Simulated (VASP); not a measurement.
# AlN (P6_3/mmc) in VASP: notebook, part 2 of 2

VASP 6.6.1.

### 3 Relaxation of shape and atoms at fixed volume, PBE (volume scaled by 0.97)

Contents of INCAR:

```
SYSTEM = AlN
PREC = Accurate
ENCUT = 600
EDIFF = 1E-6
ISMEAR = 0
SIGMA = 0.02
LREAL = .FALSE.
LASPH = .TRUE.
NELM = 80
ALGO = Normal
ISIF = 4
LWAVE = .FALSE.
LCHARG = .FALSE.
GGA = PE
IBRION = 2
NSW = 50
EDIFFG = -0.01
```

Contents of KPOINTS:

```
Automatic mesh
0
G
  9 9 6
  0 0 0
```

Contents of POSCAR:

```
AlN
1.0
    3.2808224223      0.0000000000      0.0000000000
   -1.6404112111      2.8412755630      0.0000000000
    0.0000000000      0.0000000000      4.1445651738
Al N
2 2
Direct
    0.3333333333      0.6666666667      0.7500000000
    0.6666666667      0.3333333333      0.2500000000
    0.3333333333      0.6666666667      0.2500000000
    0.6666666667      0.3333333333      0.7500000000
```

Potentials or basis: VASP PAW PBE potentials, release 64 (Al, N).

On the command line:

```
$ cat potpaw_PBE.64/Al/POTCAR potpaw_PBE.64/N/POTCAR > POTCAR
$ mpirun -np 1 vasp_std > vasp.out
```

OUTCAR:

```text
SYSTEM = AlN
   PREC = Accurate
   ENCUT = 600
   EDIFF = 1E-6
   ISMEAR = 0
   LREAL = .FALSE.
   LASPH = .TRUE.
   NELM = 80
   ISIF = 4
   GGA = PE
   IBRION = 2
   NSW = 50
   EDIFFG = -0.01

 ion  position               nearest neighbor table
   1  0.333  0.667  0.750-   4 1.89   4 1.89   4 1.89   3 2.07   3 2.07   2 2.81   2 2.81   2 2.81
                             2 2.81   2 2.81   2 2.81
   2  0.667  0.333  0.250-   3 1.89   3 1.89   3 1.89   4 2.07   4 2.07   1 2.81   1 2.81   1 2.81
                             1 2.81   1 2.81   1 2.81
   3  0.333  0.667  0.250-   2 1.89   2 1.89   2 1.89   1 2.07   1 2.07
   4  0.667  0.333  0.750-   1 1.89   1 1.89   1 1.89   2 2.07   2 2.07

  LATTYP: Found a hexagonal cell.
 ALAT       =     3.2808224223
 C/A-ratio  =     1.2632701928

  Lattice vectors:

 A1 = (   3.2808224223,   0.0000000000,   0.0000000000)
 A2 = (  -1.6404112111,   2.8412755630,   0.0000000000)
 A3 = (   0.0000000000,   0.0000000000,   4.1445651738)

Analysis of symmetry for initial positions (statically):
=====================================================================
 Subroutine PRICEL returns:
 Original cell was already a primitive cell.

 Routine SETGRP: Setting up the symmetry group for a
 hexagonal supercell.

 Subroutine GETGRP returns: Found 24 space group operations
 (whereof 12 operations were pure point group operations)
 out of a pool of 24 trial point group operations.

The static configuration has the point symmetry D_3d.
 The point group associated with its full space group is D_6h.

Analysis of symmetry for dynamics (positions and initial velocities):
=====================================================================
 Subroutine PRICEL returns:
 Original cell was already a primitive cell.

 Routine SETGRP: Setting up the symmetry group for a
 hexagonal supercell.

 Subroutine GETGRP returns: Found 24 space group operations
 (whereof 12 operations were pure point group operations)
 out of a pool of 24 trial point group operations.

The dynamic configuration has the point symmetry D_3d.
 The point group associated with its full space group is D_6h.

 Subroutine INISYM returns: Found 24 space group operations
 (whereof 12 operations are pure point group operations),
 and found     1 'primitive' translations

----------------------------------------------------------------------------------------

                                     Primitive cell

  volume of cell :      38.6345

  direct lattice vectors                    reciprocal lattice vectors
     3.280822422  0.000000000  0.000000000     0.304801623  0.175977299  0.000000000
    -1.640411211  2.841275563  0.000000000     0.000000000  0.351954598  0.000000000
     0.000000000  0.000000000  4.144565174     0.000000000  0.000000000  0.241279835

  length of vectors
     3.280822422  3.280822422  4.144565174     0.351954598  0.351954598  0.241279835

  position of ions in fractional coordinates (direct lattice)
     0.333333333  0.666666667  0.750000000
     0.666666667  0.333333333  0.250000000
     0.333333333  0.666666667  0.250000000
     0.666666667  0.333333333  0.750000000
[... 69 lines left out ...]
 SYSTEM =  AlN
   PREC   = accura    normal or accurate (medium, high low for compatibility)
   ISTART =      0    job   : 0-new  1-cont  2-samecut
   ICHARG =      2    charge: 1-file 2-atom 10-const
   ISPIN  =      1    spin polarized calculation?
   LNONCOLLINEAR =      F non collinear calculations
   LSORBIT =      F    spin-orbit coupling
   LASPH  =      T    aspherical Exc in radial PAW
   ENCUT  =  600.0 eV  44.10 Ry    6.64 a.u.   6.55  6.55  8.28*2*pi/ulx,y,z
   NELM   =     80;   NELMIN=  2; NELMDL= -5     # of ELM steps
   EDIFF  = 0.1E-05   stopping-criterion for ELM
   LREAL  =      F    real-space projection
   EDIFFG = -.1E-01   stopping-criterion for IOM
   NSW    =     50    number of steps for IOM
   IBRION =      2    ionic relax: 0-MD 1-quasi-New 2-CG
   NFREE  =      1    steps in history (QN), initial steepest desc. (CG)
   ISIF   =      4    stress and relaxation
   ISYM   =      2    0-nonsym 1-usesym 2-fastsym
   POTIM  = 0.5000    time-step for ionic-motion
   TEBEG  =    0.0;   TEEND  =   0.0 temperature during run
   PSTRESS=    0.0 pullay stress
   NELECT =      16.0000    total number of electrons
   NUPDOWN=      -1.0000    fix difference up-down
   EMIN   =  10.00;   EMAX   =-10.00  energy-range for DOS
   EFERMI =   0.00;   METHOD = LEGACY
   ISMEAR =     0;   SIGMA  =   0.02  broadening in eV -4-tet -1-fermi 0-gaus
   EFERMI_NEDOS =   21; number of points for ismear=-14 and -15
   IALGO  =     38    algorithm
   IMIX   =      4    mixing-type and parameters
     AMIX     =   0.40;   BMIX     =  1.00
     AMIX_MAG =   1.60;   BMIX_MAG =  1.00
  volume/ion in A,a.u.               =       9.66        65.18
  Fermi-wavevector in a.u.,A,eV,Ry     =   1.220272  2.305979 20.259926  1.489063
  Thomas-Fermi vector in A             =   2.355495
   LORBIT       =      0    0 simple, 1 ext, 2 COOP (PROOUT), +10 PAW based schemes
   GGA     = PE    functional components
   LHFCALC =     F    Hartree Fock is set to
   AEXX    =    0.0000 exact exchange contribution
   IVDW    =     0    specifies the selected vdW correction
   LEPSILON=     F    determine dielectric tensor
   LRPA    =     F    only Hartree local field effects (RPA)
 conjugate gradient relaxation of ions
 non-spin polarized calculation
 Gauss-broadening in eV      SIGMA  =   0.02
  energy-cutoff  :      600.00
  volume of cell :       38.63
 maximum number of plane-waves:      1319
 NGX is ok and might be reduce to    28
   NGX = 13   NGY = 13   NGZ = 17

--------------------------------------- Ionic step        1  -------------------------------------------

 number of electron      16.0000002 magnetization

 Free energy of the ion-electron system (eV)
  ---------------------------------------------------
  ext. energy  EPLUGINS =         0.00000000
  ---------------------------------------------------
  free energy    TOTEN  =       -29.29883406 eV

  energy without entropy =      -29.29883406  energy(sigma->0) =      -29.29883406

------------------------ aborting loop because EDIFF is reached ----------------------------------------

  FORCE on cell =-STRESS in cart. coord.  units (eV):
  Direction    XX          YY          ZZ          XY          YZ          ZX
  --------------------------------------------------------------------------------------
  -------------------------------------------------------------------------------------
  Total        1.6121638      1.6121638      1.3473124      0.0000000      0.0000000      0.0000000
  in kB       66.8566613     66.8566613     55.8732378      0.0000000      0.0000000      0.0000000
  external PRESSURE =      63.1955201 kB  Pullay stress =       0.0000000 kB
[... 63 lines left out ...]
--------------------------------------- Ionic step        3  -------------------------------------------

 number of electron      16.0000002 magnetization

 Free energy of the ion-electron system (eV)
  ---------------------------------------------------
  ext. energy  EPLUGINS =         0.00000000
  ---------------------------------------------------
  free energy    TOTEN  =       -29.29927357 eV

  energy without entropy =      -29.29927357  energy(sigma->0) =      -29.29927357

 E-fermi :   8.3870     XC(G=0): -11.2905

 val. band max:        8.2602220644   @ k =   0.0000   0.0000   0.0000
 cond. band min:      11.7638103553   @ k =   0.0000   0.0000   0.0000
 fundamental gap:      3.5035882909
 Fermi energy:         8.3870003215

 k-point     1 :       0.0000    0.0000    0.0000
  band No.  band energies     occupation
      1      -8.7363      2.00000
      2      -4.9383      2.00000
      3       1.2491      2.00000
      4       4.9099      2.00000
      5       4.9099      2.00000
      6       6.6290      2.00000
      7       6.6290      2.00000
      8       8.2602      2.00000
      9      11.7638      0.00000
     10      12.9024      0.00000
     11      16.6495      0.00000
     12      16.6495      0.00000
[... 331 lines left out ...]
 k-point    24 :       0.3333    0.3333    0.1667
  band No.  band energies     occupation
      1      -6.0610      2.00000
      2      -6.0610      2.00000
      3       1.5912      2.00000
      4       2.6296      2.00000
      5       2.6296      2.00000
      6       5.2234      2.00000
      7       5.6438      2.00000
      8       5.6438      2.00000
      9      14.0917      0.00000
     10      14.6043      0.00000
     11      17.3322      0.00000
     12      17.3322      0.00000

 [... further k-points ...]

------------------------ aborting loop because EDIFF is reached ----------------------------------------

  FORCE on cell =-STRESS in cart. coord.  units (eV):
  Direction    XX          YY          ZZ          XY          YZ          ZX
  --------------------------------------------------------------------------------------
  -------------------------------------------------------------------------------------
  Total        1.4841503      1.4841503      1.4856464      0.0000000      0.0000000      0.0000000
  in kB       61.5479257     61.5479257     61.6099676      0.0000000      0.0000000      0.0000000
  external PRESSURE =      61.5686064 kB  Pullay stress =       0.0000000 kB
[... 19 lines left out ...]
  FREE ENERGIE OF THE ION-ELECTRON SYSTEM (eV)
  ---------------------------------------------------
  free  energy   TOTEN  =       -29.2992735670 eV

  energy  without entropy=      -29.2992735670  energy(sigma->0) =      -29.29927357

 reached required accuracy - stopping structural energy minimisation
```

It took 28 s on 1 thread of Intel Xeon Platinum 8488C (Sapphire Rapids), shared host; peak memory 0.17 GiB.

Results:

- Free energy: -29.2993 eV
- Energy gained by relaxing: 0.1 meV/atom
- Ionic steps: 3
- Pressure after relaxing: 6.2 GPa
- Band gap on the k mesh: 3.50 eV, direct

Step by step:
```csv
step,energy change (eV),largest force (eV/Å),pressure (GPa),volume (Å³)
1,0.0000,0.0000,6.32,38.63
2,-0.0004,0.0000,6.21,38.63
3,-0.0004,0.0000,6.16,38.63
```

Final structure:
```
Al N
1.0
     3.28632    0.00000    0.00000
    -1.64316    2.84604    0.00000
     0.00000    0.00000    4.13071
Al N
2 2
Direct
  0.33333 0.66667 0.75000
  0.66667 0.33333 0.25000
  0.33333 0.66667 0.25000
  0.66667 0.33333 0.75000
```

Caveat: the cell differs from its parent crystal (volume scaled by 0.97).
